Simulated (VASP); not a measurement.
Runs of VASP 6.6.1 on W. The structure is that of space group Immm (No. 71), or close to it. The cells are those of the table. 

| cell | further INCAR settings | gap on the mesh (eV) | pressure (GPa) |
| --- | --- | --- | --- |
| a = 2.768 Å, angles 106.4, 112.5, 109.5°, 1 atom | ALGO = Fast; EDIFF = 1e-07; NBANDS = 13 | none | (b) |
| a = 2.770 Å, angles 104.4, 114.6, 109.6°, 1 atom | ALGO = Fast; EDIFF = 1e-07; NBANDS = 13 | none | 0.4 |
| a = 2.772 Å, angles 103.4, 115.6, 109.6°, 1 atom | ALGO = Fast; EDIFF = 1e-07; NBANDS = 13 | none | 1.6 |
| a = 2.776 Å, angles 117.6, 101.5, 109.7°, 1 atom | ALGO = Fast; EDIFF = 1e-06; NBANDS = 13 | none | 4.8 |
| a = 2.774 Å, angles 102.4, 116.6, 109.7°, 1 atom | ALGO = Fast; EDIFF = 1e-06; NBANDS = 13 | none | (a) |

Alike in all rows: task single point; level PBE; potentials or basis VASP PAW PBE potentials, release 64 (W_sv); no spin polarisation; k mesh 20 × 20 × 20; cutoff (eV) 520; smearing gaussian 0.15 eV.

Task: Estimate the missing entries.

Result: (a) 3.1; (b) -1.5.

Caveats: spin-orbit coupling is left out, which moves the levels of the heavy elements; the cell stands under pressure (at least some runs).

A k mesh can miss the band edges, and the runs leave out spin-orbit coupling on W.

A gap of «none» marks levels without a gap at the run's occupations.
